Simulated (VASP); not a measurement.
Wanted: the native input for a VASP 6.6.1 run.

| Property | Result |
| --- | --- |
| Task | single point |
| Functional | PBE |
| Potentials or basis | VASP PAW PBE potentials, release 64 (Ca_sv, Se) |
| Cutoff | 520 eV |
| k mesh | 8 × 8 × 8 |
| Occupations | gaussian, width 0.02 eV |
| Spin | no spin polarisation |
| Dipole correction | no |
| Further INCAR settings | ALGO = Normal; EDIFF = 1e-07; NBANDS = 15 |

The structure of CaSe lies in POSCAR:

```
CaSe
1.0
    0.0000000000      3.0081847203      3.0081847203
    3.0081847203      0.0000000000      3.0081847203
    3.0081847203      3.0081847203      0.0000000000
Ca Se
1 1
Direct
    0.5000000000      0.5000000000      0.5000000000
    0.0000000000      0.0000000000      0.0000000000
```

The input as run:

INCAR

```
SYSTEM = CaSe
ALGO = Normal
EDIFF = 1E-7
ENCUT = 520
GGA = PE
ISIF = 2
ISMEAR = 0
LASPH = .TRUE.
LCHARG = .TRUE.
LELF = .TRUE.
LREAL = .FALSE.
LVHAR = .TRUE.
LWAVE = .FALSE.
NBANDS = 15
NELM = 60
PREC = Accurate
SIGMA = 0.02
```

KPOINTS

```
k-points
0
G
  8 8 8
  0 0 0
```

Potentials or basis: VASP PAW PBE potentials, release 64 (Ca_sv, Se).

Command:

```bash
$ cat potpaw_PBE.64/Ca_sv/POTCAR potpaw_PBE.64/Se/POTCAR > POTCAR
$ mpirun -np 1 vasp_std > vasp.out
```

It gave:

| Quantity | Value |
| --- | --- |
| Pressure | -1.2 GPa |
| Band gap on the k mesh | 2.14 eV (least direct gap 3.02 eV) |

Wall time 39 s on 1 thread of Intel Xeon 8259CL (shared host), peak memory 0.18 GiB.
